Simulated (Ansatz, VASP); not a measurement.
**BW16: VASP beside Ansatz**

```
W B
1.0
     6.32000    0.00000    0.00000
     0.00000    6.32000    0.00000
     0.00000    0.00000    6.32000
W B
16 1
Direct
  0.00188 0.99949 0.99511
  0.49766 0.99950 0.99519
  0.98893 0.49960 0.98215
  0.00150 0.99962 0.49143
  0.24980 0.30268 0.24285
  0.51063 0.49961 0.98213
  0.49812 0.99963 0.49146
  0.74982 0.25143 0.24302
  0.98894 0.49957 0.50382
  0.24980 0.69633 0.24278
  0.24981 0.25141 0.74301
  0.51065 0.49956 0.50386
  0.74982 0.74767 0.24295
  0.74978 0.24543 0.74326
  0.24980 0.74767 0.74294
  0.74978 0.75366 0.74323
  0.24981 0.99954 0.24432
```

Alike in both runs: functional LDA; k mesh 2 × 2 × 2; occupations fermi-dirac, width 0.1 eV; no spin polarisation.

Ansatz relaxed the structure, and its values are those at the end. VASP's run is a single point on that final structure, the one shown.

|  | VASP | Ansatz |
| --- | --- | --- |
| version | VASP 6.6.1 | Ansatz 0.2.0 |
| potentials or method | VASP PAW LDA potentials, release 64 (W_sv, B), cutoff 520 eV | scalar-relativistic, plane waves, PAW |
| valence electrons in the cell | 227 | 227 |

```csv
,VASP,Ansatz,Ansatz less VASP
rms of the force components (eV/Å),0.034,0.021,-0.0131
```

LDA's correlation is that of Perdew and Zunger in VASP and of Perdew and Wang (1992) in Ansatz.

The k mesh is coarse, so the values compare programs but aren't converged. Spin-orbit coupling is off throughout.
